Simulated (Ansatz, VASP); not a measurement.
# Os: VASP beside Ansatz

INCAR

```
SYSTEM = Os
  ALGO = Normal
  EDIFF = 1E-8
  ENCUT = 520
  GGA = PS
  GGA_COMPAT = .FALSE.
  ISIF = 2
  ISMEAR = -1
  LASPH = .TRUE.
  LCHARG = .FALSE.
  LEFG = .TRUE.
  LREAL = .FALSE.
  LWAVE = .FALSE.
  NBANDS = 10
  NELM = 120
  PREC = Accurate
  SIGMA = 0.05
```

File KPOINTS:

```
k-points
0
G
  14 14 14
  0 0 0
```

POSCAR

```
Os
1.0
    0.0000000000      1.9052949814      1.9052949814
    1.9052949814      0.0000000000      1.9052949814
    1.9052949814      1.9052949814      0.0000000000
Os
1
Direct
    0.0000000000      0.0000000000      0.0000000000
```

Input for Ansatz:

```yaml
crystal:
  lattice:
    - [0.0, 1.9052949814, 1.9052949814]
    - [1.9052949814, 0.0, 1.9052949814]
    - [1.9052949814, 1.9052949814, 0.0]
  atoms:
    - { symbol: Os, position: [0.0, 0.0, 0.0] }
kpoints:
  mp_grid: { grid: [14, 14, 14] }
scf:
  occupations: { method: fermi_dirac, width: 0.05 }
hamiltonian:
  xc: pbesol
  pseudopotentials: { kind: paw }
output:
  forces: true
  stress: true
  eigenvalues: true
  efg: { contact_densities: true }
```

Change from the starting cell: volume scaled by 0.94, PAW files.

Alike in both runs: task electric field gradients; functional PBEsol; k mesh 14 × 14 × 14; occupations fermi-dirac, width 0.05 eV; no spin polarisation.

```csv
,VASP,Ansatz
version,VASP 6.6.1,Ansatz 0.2.0
potentials or method,"VASP PAW PBE potentials, release 64 (Os)","PAW with Ansatz's default frozen-core files, scalar-relativistic"
plane-wave cutoff (eV),520,420
valence electrons in the cell,8,16
```

```tsv
	VASP	Ansatz	Ansatz less VASP
pressure (GPa)	4.3	3.7	-0.62
```

VASP's potentials were made for PBE, not for PBEsol. With one functional, cell and mesh, what is left measures potentials, basis and numerics. VASP's potentials hold 8 valence electrons a cell and Ansatz's 16, so a difference there can come from the potentials and not from the codes.

Spin-orbit coupling is off throughout.
